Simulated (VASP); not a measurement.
Wanted: the native input for a VASP 6.6.1 run.

```
Task                   : single point
Functional             : r2SCAN
Potentials or basis    : VASP PAW PBE potentials, release 64 (Si)
Cutoff                 : 520 eV
k mesh                 : 8 × 8 × 8
Occupations            : gaussian, width 0.01 eV
Spin                   : no spin polarisation
Dipole correction      : no
Further INCAR settings : ALGO = Normal; EDIFF = 1e-07; NBANDS = 11
```

Crystal: Si.

```
Si
1.0
    -0.05061    2.72595    2.72595
     2.72595   -0.05061    2.72595
     2.72595    2.72595   -0.05061
Si
2
Direct
  0.99889 0.99889 0.99889
  0.25111 0.25111 0.25111
```

This cell differs from its parent crystal: epitaxial 111 strain +2.0%.

One way to write it, as run:

POSCAR

```
Si
1.0
   -0.0506090239      2.7259522496      2.7259522496
    2.7259522496     -0.0506090239      2.7259522496
    2.7259522496      2.7259522496     -0.0506090239
Si
2
Direct
   -0.0011050607     -0.0011050607     -0.0011050607
    0.2511050607      0.2511050607      0.2511050607
```

INCAR.step1

```
SYSTEM = Si
PREC = Accurate
ENCUT = 520
ISMEAR = 0
SIGMA = 0.01
LREAL = .False.
LASPH = .True.
NELM = 80
NBANDS = 11
GGA = PE
ALGO = Normal
EDIFF = 1E-4
LWAVE = .True.
LCHARG = .False.
```

INCAR.step2

```
SYSTEM = Si
PREC = Accurate
ENCUT = 520
EDIFF = 1E-7
ISMEAR = 0
SIGMA = 0.01
LREAL = .False.
LASPH = .True.
NELM = 80
ALGO = Normal
ISIF = 2
LWAVE = .False.
LCHARG = .False.
METAGGA = R2SCAN
LMIXTAU = .True.
NBANDS = 11
ISTART = 1
```

KPOINTS

```
regular mesh
0
Gamma
  8 8 8
  0 0 0
```

Potentials or basis: VASP PAW PBE potentials, release 64 (Si).

Launch:

```console
$ cat potpaw_PBE.64/Si/POTCAR > POTCAR
$ cp INCAR.step1 INCAR
$ mpirun -np 1 vasp_std > vasp.out
$ cp INCAR.step2 INCAR
$ mpirun -np 1 vasp_std > vasp.out
```

Results of the run:

```
Pressure               : -3.1 GPa
Band gap on the k mesh : 0.70 eV (least direct gap 2.49 eV)
```

Caveat: the cell differs from its parent crystal (epitaxial 111 strain +2.0%); the cell stands under tension; the PAW data sets were made with another functional, which shifts forces and pressure a little.

Wall time 98 s on 1 thread of Intel(R) Xeon(R) Platinum 8124M CPU @ 3.00GHz (Skylake/Cascade Lake) (shared host), peak memory 0.17 GiB.
